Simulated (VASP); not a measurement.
# Na (P6_3/mmc) in VASP: notebook, part 2 of 2

VASP 6.6.1.

### Step 3. Single point, LDA

Contents of INCAR:

```
SYSTEM = Na
PREC = Accurate
ENCUT = 520
EDIFF = 1E-6
ISMEAR = -1
SIGMA = 0.1
LREAL = .FALSE.
LASPH = .TRUE.
NELM = 80
ALGO = Normal
ISIF = 2
LWAVE = .FALSE.
LCHARG = .TRUE.
LELF = .TRUE.
LVHAR = .TRUE.
NBANDS = 22
```

Contents of KPOINTS:

```
Automatic mesh
0
G
  10 10 6
  0 0 0
```

Contents of POSCAR:

```
Na
1.0
    2.9029107594      0.0000000000      0.0000000000
   -1.4514553797      2.5139944626      0.0000000000
    0.0000000000      0.0000000000      9.3195955434
Na
4
Direct
    0.0000000000      0.0000000000      0.0000000000
    0.0000000000      0.0000000000      0.5000000000
    0.3333333333      0.6666666667      0.2500000000
    0.6666666667      0.3333333333      0.7500000000
```

Potentials or basis: VASP PAW LDA potentials, release 64 (Na_pv).

On the command line:

```
cat potpaw_LDA.64/Na_pv/POTCAR > POTCAR
mpirun -np 1 vasp_std > vasp.out
```

OUTCAR:

```text
SYSTEM = Na
   PREC = Accurate
   ENCUT = 520
   EDIFF = 1E-6
   ISMEAR = -1
   LREAL = .FALSE.
   LASPH = .TRUE.
   NELM = 80
   ISIF = 2

 ion  position               nearest neighbor table
   1  0.000  0.000  0.000-
   2  0.000  0.000  0.500-
   3  0.333  0.667  0.250-
   4  0.667  0.333  0.750-

  LATTYP: Found a hexagonal cell.
 ALAT       =     2.9029107594
 C/A-ratio  =     3.2104312932

  Lattice vectors:

 A1 = (   2.9029107594,   0.0000000000,   0.0000000000)
 A2 = (  -1.4514553797,   2.5139944626,   0.0000000000)
 A3 = (   0.0000000000,   0.0000000000,   9.3195955434)

Analysis of symmetry for initial positions (statically):
=====================================================================
 Subroutine PRICEL returns:
 Original cell was already a primitive cell.

 Routine SETGRP: Setting up the symmetry group for a
 hexagonal supercell.

 Subroutine GETGRP returns: Found 24 space group operations
 (whereof 12 operations were pure point group operations)
 out of a pool of 24 trial point group operations.

The static configuration has the point symmetry D_3d.
 The point group associated with its full space group is D_6h.

Analysis of symmetry for dynamics (positions and initial velocities):
=====================================================================
 Subroutine PRICEL returns:
 Original cell was already a primitive cell.

 Routine SETGRP: Setting up the symmetry group for a
 hexagonal supercell.

 Subroutine GETGRP returns: Found 24 space group operations
 (whereof 12 operations were pure point group operations)
 out of a pool of 24 trial point group operations.

The dynamic configuration has the point symmetry D_3d.
 The point group associated with its full space group is D_6h.

 Subroutine INISYM returns: Found 24 space group operations
 (whereof 12 operations are pure point group operations),
 and found     1 'primitive' translations

----------------------------------------------------------------------------------------

                                     Primitive cell

  volume of cell :      68.0135

  direct lattice vectors                    reciprocal lattice vectors
     2.902910759  0.000000000  0.000000000     0.344481826  0.198886675  0.000000000
    -1.451455380  2.513994463  0.000000000     0.000000000  0.397773350  0.000000000
     0.000000000  0.000000000  9.319595543     0.000000000  0.000000000  0.107300794

  length of vectors
     2.902910759  2.902910759  9.319595543     0.397773350  0.397773350  0.107300794

  position of ions in fractional coordinates (direct lattice)
     0.000000000  0.000000000  0.000000000
     0.000000000  0.000000000  0.500000000
     0.333333333  0.666666667  0.250000000
     0.666666667  0.333333333  0.750000000

  ion indices of the primitive-cell ions
   primitive index   ion index
                 1           1
                 2           2
                 3           3
                 4           4

----------------------------------------------------------------------------------------

 KPOINTS: Automatic mesh

Automatic generation of k-mesh.
 Grid dimensions read from file:
 generate k-points for:   10   10    6

 Generating k-lattice:

  Cartesian coordinates                     Fractional coordinates (reciprocal lattice)
     0.034448183  0.019888668  0.000000000     0.100000000  0.000000000  0.000000000
     0.000000000  0.039777335  0.000000000     0.000000000  0.100000000  0.000000000
     0.000000000  0.000000000  0.017883466     0.000000000  0.000000000  0.166666667

  Length of vectors
     0.039777335  0.039777335  0.017883466

  Shift w.r.t. Gamma in fractional coordinates (k-lattice)
     0.000000000  0.000000000  0.000000000

 Subroutine IBZKPT returns following result:
 ===========================================

 Found     56 irreducible k-points:

 Following reciprocal coordinates:
            Coordinates               Weight
  0.000000  0.000000  0.000000      1.000000
  0.100000  0.000000  0.000000      6.000000
  0.200000  0.000000  0.000000      6.000000
  0.300000  0.000000  0.000000      6.000000
  0.400000  0.000000  0.000000      6.000000
  0.500000  0.000000  0.000000      3.000000
[... 16 lines left out ...]
  0.300000  0.100000  0.166667     24.000000
  0.400000  0.100000  0.166667     24.000000
 [... further k-points ...]
   k-points           NKPTS =     56   k-points in BZ     NKDIM =     56   number of bands    NBANDS=     22
   number of dos      NEDOS =    301   number of ions     NIONS =      4
   total plane-waves  NPLWV =  40320
   dimension x,y,z NGX =    24 NGY =   24 NGZ =   70
   dimension x,y,z NGXF=    48 NGYF=   48 NGZF=  140
   ions per type =               4
   NGX,Y,Z   is equivalent  to a cutoff of  13.74, 13.74, 12.49 a.u.
   NGXF,Y,Z  is equivalent  to a cutoff of  27.49, 27.49, 24.97 a.u.
 SYSTEM =  Na
   PREC   = accura    normal or accurate (medium, high low for compatibility)
   ISTART =      0    job   : 0-new  1-cont  2-samecut
   ICHARG =      2    charge: 1-file 2-atom 10-const
   ISPIN  =      1    spin polarized calculation?
   LNONCOLLINEAR =      F non collinear calculations
   LSORBIT =      F    spin-orbit coupling
   LASPH  =      T    aspherical Exc in radial PAW
   ENCUT  =  520.0 eV  38.22 Ry    6.18 a.u.   5.40  5.40 17.33*2*pi/ulx,y,z
   NELM   =     80;   NELMIN=  2; NELMDL= -5     # of ELM steps
   EDIFF  = 0.1E-05   stopping-criterion for ELM
   LREAL  =      F    real-space projection
   EDIFFG = 0.1E-04   stopping-criterion for IOM
   NSW    =      0    number of steps for IOM
   IBRION =     -1    ionic relax: 0-MD 1-quasi-New 2-CG
   NFREE  =      0    steps in history (QN), initial steepest desc. (CG)
   ISIF   =      2    stress and relaxation
   ISYM   =      2    0-nonsym 1-usesym 2-fastsym
   POTIM  = 0.5000    time-step for ionic-motion
   TEBEG  =    0.0;   TEEND  =   0.0 temperature during run
   PSTRESS=    0.0 pullay stress
   NELECT =      28.0000    total number of electrons
   NUPDOWN=      -1.0000    fix difference up-down
   EMIN   =  10.00;   EMAX   =-10.00  energy-range for DOS
   EFERMI =   0.00;   METHOD = LEGACY
   ISMEAR =    -1;   SIGMA  =   0.10  broadening in eV -4-tet -1-fermi 0-gaus
   EFERMI_NEDOS =   21; number of points for ismear=-14 and -15
   IALGO  =     38    algorithm
   IMIX   =      4    mixing-type and parameters
     AMIX     =   0.40;   BMIX     =  1.00
     AMIX_MAG =   1.60;   BMIX_MAG =  1.00
  volume/ion in A,a.u.               =      17.00       114.74
  Fermi-wavevector in a.u.,A,eV,Ry     =   1.217856  2.301413 20.179786  1.483172
  Thomas-Fermi vector in A             =   2.353162
   LORBIT       =      0    0 simple, 1 ext, 2 COOP (PROOUT), +10 PAW based schemes
   GGA     = CA    functional components
   LHFCALC =     F    Hartree Fock is set to
   AEXX    =    0.0000 exact exchange contribution
   IVDW    =     0    specifies the selected vdW correction
   LEPSILON=     F    determine dielectric tensor
   LRPA    =     F    only Hartree local field effects (RPA)
 non-spin polarized calculation
  energy-cutoff  :      520.00
  volume of cell :       68.01
 maximum number of plane-waves:      1883
 NGX is ok and might be reduce to    24
   NGX = 11   NGY = 11   NGZ = 35

 number of electron      27.9999964 magnetization

 Free energy of the ion-electron system (eV)
  ---------------------------------------------------
  ext. energy  EPLUGINS =         0.00000000
  ---------------------------------------------------
  free energy    TOTEN  =        -3.24840123 eV

  energy without entropy =       -3.20826404  energy(sigma->0) =       -3.22833263

 E-fermi :   3.6455     XC(G=0):  -9.3839

 val. band max:        3.6340220124   @ k =   0.3000   0.1000   0.1667
 cond. band min:       3.6971416572   @ k =   0.1000   0.1000   0.3333
 fundamental gap:      0.0631196448
 Fermi energy:         3.6454917300

 k-point     1 :       0.0000    0.0000    0.0000
  band No.  band energies     occupation
      1     -21.7339      2.00000
      2     -21.5171      2.00000
      3     -21.5158      2.00000
      4     -21.3453      2.00000
      5     -21.3453      2.00000
      6     -21.3185      2.00000
[... 14 lines left out ...]
     21      18.2856      0.00000
     22      19.0212      0.00000
[... 552 lines left out ...]
  band No.  band energies     occupation
      1     -21.6938      2.00000
      2     -21.6817      2.00000
      3     -21.6230      2.00000
      4     -21.6117      2.00000
      5     -21.4972      2.00000
      6     -21.4556      2.00000
[... 14 lines left out ...]
     21      10.3023      0.00000
     22      11.3305      0.00000

 [... further k-points ...]
[... 5 lines left out ...]
  --------------------------------------------------------------------------------------
  -------------------------------------------------------------------------------------
  Total        9.3739228      9.3739228      9.3745537     -0.0000000      0.0000000      0.0000000
  in kB      220.8192280    220.8192280    220.8340913     -0.0000000      0.0000000      0.0000000
  external PRESSURE =     220.8241824 kB  Pullay stress =       0.0000000 kB

 VOLUME and BASIS-vectors are now :
 -----------------------------------------------------------------------------
  energy-cutoff  :      520.00
  volume of cell :       68.01
      direct lattice vectors                 reciprocal lattice vectors
     2.902910759  0.000000000  0.000000000     0.344481826  0.198886675  0.000000000
    -1.451455380  2.513994463  0.000000000     0.000000000  0.397773350  0.000000000
     0.000000000  0.000000000  9.319595543     0.000000000  0.000000000  0.107300794

 POSITION                                       TOTAL-FORCE (eV/Angst)
 -----------------------------------------------------------------------------------
      0.00000      0.00000      0.00000         0.000000      0.000000     -0.000000
      0.00000      0.00000      4.65980         0.000000      0.000000     -0.000000
     -0.00000      1.67600      2.32990        -0.000000     -0.000000      0.000000
      1.45146      0.83800      6.98970         0.000000      0.000000      0.000000
 -----------------------------------------------------------------------------------
    total drift:                               -0.000000      0.000000      0.000000

  FREE ENERGIE OF THE ION-ELECTRON SYSTEM (eV)
  ---------------------------------------------------
  free  energy   TOTEN  =        -3.2484012269 eV

  energy  without entropy=       -3.2082640398  energy(sigma->0) =       -3.22833263
```

OSZICAR:

```text
N       E                     dE             d eps       ncg     rms          rms(c)
DAV:   1     0.273030865601E+03    0.27303E+03   -0.15729E+04  2464   0.158E+03
DAV:   2     0.999063866799E+01   -0.26304E+03   -0.25890E+03  2494   0.427E+02
DAV:   3    -0.310156805305E+01   -0.13092E+02   -0.13039E+02  2986   0.110E+02
DAV:   4    -0.330484558763E+01   -0.20328E+00   -0.20325E+00  2740   0.147E+01
DAV:   5    -0.330898547779E+01   -0.41399E-02   -0.41399E-02  2848   0.206E+00    0.985E-01
DAV:   6    -0.327214204818E+01    0.36843E-01   -0.46265E-03  3052   0.102E+00    0.605E-01
DAV:   7    -0.324849229680E+01    0.23650E-01   -0.57491E-03  3284   0.100E+00    0.547E-02
DAV:   8    -0.324840190689E+01    0.90390E-04   -0.10708E-03  2878   0.496E-01    0.810E-03
DAV:   9    -0.324840044716E+01    0.14597E-05   -0.26735E-05  2844   0.750E-02    0.464E-03
DAV:  10    -0.324840122694E+01   -0.77978E-06   -0.16856E-06  2304   0.133E-02
   1 F= -.32484012E+01 E0= -.32283326E+01  d E =-.401372E-01
```

stdout:

```text
POSCAR found type information on POSCAR Na
 POSCAR found :  1 types and       4 ions
 scaLAPACK will be used
 LDA part: xc-table for (Slater(with rela. corr.)+CA(PZ))
 , standard interpolation
 POSCAR, INCAR and KPOINTS ok, starting setup
 FFT: planning ... GRIDC
 FFT: planning ... GRID_SOFT
 FFT: planning ... GRID
 WAVECAR not read
 entering main loop
```

It took 21 s on 1 thread of Intel Xeon 6975P-C (Granite Rapids), shared host; peak memory 0.18 GiB.

Results:

| Quantity | Value |
| --- | --- |
| Free energy | -3.2484 eV |
| Pressure | 22.1 GPa |
| Band gap on the k mesh | zero (band 14 reaches 5.63 eV, above the bottom of band 15 at 0.11 eV) |
